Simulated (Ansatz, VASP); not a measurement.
## LiSi2N2 in VASP and in Ansatz

INCAR

```
SYSTEM = LiSi2N2
PREC = Accurate ; ENCUT = 600
EDIFF = 1E-6 ; ISMEAR = 0
SIGMA = 0.1 ; LREAL = .FALSE.
LASPH = .TRUE. ; NELM = 100
ALGO = Normal ; ISIF = 3
LWAVE = .FALSE. ; LCHARG = .FALSE.
GGA = PE ; IBRION = 2
NSW = 100 ; EDIFFG = -0.01
```

The input KPOINTS:

```
Automatic mesh
0
G
  12 12 4
  0 0 0
```

The input POSCAR:

```
LiSi2N2
1.0
    2.8982136291      0.0000000000      0.0000000000
   -1.4491068145      2.5099266284      0.0000000000
    0.0000000000      0.0000000000      9.1137133872
Li Si N
1 2 2
Direct
    0.0000000000      0.0000000000      0.0000000000
    0.3333333333      0.6666666667      0.2532236369
    0.6666666667      0.3333333333      0.7467763631
    0.3333333333      0.6666666667      0.6801576131
    0.6666666667      0.3333333333      0.3198423869
```

Input for Ansatz:

```yaml
crystal:
  lattice:
    - [2.8982136291, 0.0, 0.0]
    - [-1.4491068145, 2.5099266284, 0.0]
    - [0.0, 0.0, 9.1137133872]
  atoms:
    - { symbol: Li, position: [0.0, 0.0, 0.0] }
    - { symbol: Si, position: [0.3333333333, 0.6666666667, 0.2532236369] }
    - { symbol: Si, position: [0.6666666667, 0.3333333333, 0.7467763631] }
    - { symbol: "N", position: [0.3333333333, 0.6666666667, 0.6801576131] }
    - { symbol: "N", position: [0.6666666667, 0.3333333333, 0.3198423869] }
basis:
  ecutwfc: 420
kpoints:
  mp_grid: { grid: [12, 12, 4] }
hamiltonian:
  xc: pbe
scf:
  occupations: { method: gaussian, width: 0.1 }
output:
  forces: true
  stress: true
  eigenvalues: true
  write_density: true
  write_potential: true
  elf: true
  volumetric_format: npy
relax:
  adjacent_minimum: "off"
  f_tol: 0.01
  max_steps: 80
  cell: { stress_tol: 0.05 }
```

Change from the starting cell: species swapped into the Y2H2C type (P-3m1, No. 164).

Alike in both runs: task relaxation of cell and atoms; functional PBE; k mesh 12 × 12 × 4; occupations gaussian, width 0.1 eV; no spin polarisation.

```csv
,VASP,Ansatz
version,VASP 6.6.1,Ansatz 0.2.0
potentials or method,"VASP PAW PBE potentials, release 64 (Li_sv, Si, N), cutoff 600 eV","scalar-relativistic, plane waves, PAW"
valence electrons in the cell,21,21
```

Ansatz gave:

| Item | Value |
| --- | --- |
| gap on the k mesh at the Fermi level, each at its own relaxed structure (eV) | none |
| relaxed volume (Å³/atom) | 13.73 |
| relaxed cell length with the largest relative difference (Å) | 9.459 |

**Question.** Which values does VASP return?

**Answer.** gap on the k mesh at the Fermi level, each at its own relaxed structure (eV): none; relaxed volume (Å³/atom): 13.25; relaxed cell length with the largest relative difference (Å): 9.119.

A gap of «none» marks a metal or a gap that the smearing closes.

Noted on VASP's run: the cutoff is short for stress, so the pressure is rough.
